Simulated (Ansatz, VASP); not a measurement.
## SnO: VASP beside Ansatz

Contents of INCAR:

```
SYSTEM = SnO
PREC = Accurate
ENCUT = 520
EDIFF = 1E-7
ISMEAR = -1
SIGMA = 0.02
LREAL = .False.
LASPH = .True.
NELM = 60
ALGO = Normal
ISIF = 2
LWAVE = .False.
LCHARG = .True.
GGA = PE
LELF = .True.
LVHAR = .True.
NBANDS = 28
```

KPOINTS

```
Automatic mesh
0
Gamma
  6 6 6
  0 0 0
```

The input POSCAR:

```
SnO
1.0
    3.8305139423      0.0000000000      0.0000000000
    0.0000000000      3.8305139423      0.0000000000
    0.0000000000      0.0000000000      4.7345952917
Sn O
2 2
Direct
    0.0000000000      0.5000000000      0.2393530025
    0.5000000000      0.0000000000      0.7606469975
    0.5000000000      0.5000000000      0.0000000000
    0.0000000000      0.0000000000      0.0000000000
```

Input for Ansatz:

```yaml
crystal:
  lattice:
    - [3.8305139423, 0.0, 0.0]
    - [0.0, 3.8305139423, 0.0]
    - [0.0, 0.0, 4.7345952917]
  atoms:
    - { symbol: Sn, position: [0.0, 0.5, 0.2393530025] }
    - { symbol: Sn, position: [0.5, 0.0, 0.7606469975] }
    - { symbol: O, position: [0.5, 0.5, 0.0] }
    - { symbol: O, position: [0.0, 0.0, 0.0] }
kpoints:
  mp_grid: { grid: [6, 6, 6] }
  band_path:
    path:
      - [0.0, 0.0, 0.0]
      - [0.0, 0.5, 0.0]
      - [0.5, 0.5, 0.0]
      - [0.0, 0.0, 0.5]
      - [0.0, 0.5, 0.5]
      - [0.5, 0.5, 0.5]
      - [-0.078125, -0.078125, 0.0]
    npoints: 1
hamiltonian:
  xc: pbe
scf:
  occupations: { method: fermi_dirac, width: 0.02 }
  n_extra_bands: 5
output:
  forces: true
  stress: true
  eigenvalues: true
  write_density: true
  write_potential: true
  elf: true
  volumetric_format: npy
```

Change from the starting cell: epitaxial_xy strain +1.0%.

Alike in both runs: task single point; functional PBE; k mesh 6 × 6 × 6; occupations fermi-dirac, width 0.02 eV; no spin polarisation.

|  | VASP | Ansatz |
| --- | --- | --- |
| version | VASP 6.6.1 | Ansatz 0.2.0 |
| potentials or method | VASP PAW PBE potentials, release 64 (Sn_d, O) | plane waves, PAW |
| plane-wave cutoff (eV) | 520 | 420 |
| valence electrons in the cell | 40 | 40 |

Ansatz gave:

| Quantity | Value |
| --- | --- |
| pressure (GPa) | 4.1 |
| traceless stress, the component that is largest in VASP (GPa) | 0.36 |
| rms of the force components (eV/Å) | 0.190 |

Task: What did VASP give for the same quantities?

Result: Pressure (GPa): 4.4; traceless stress, the component that is largest in VASP (GPa): 0.37; rms of the force components (eV/Å): 0.225.

Atom by atom the forces differ by 0.035 eV/Å (rms over components).
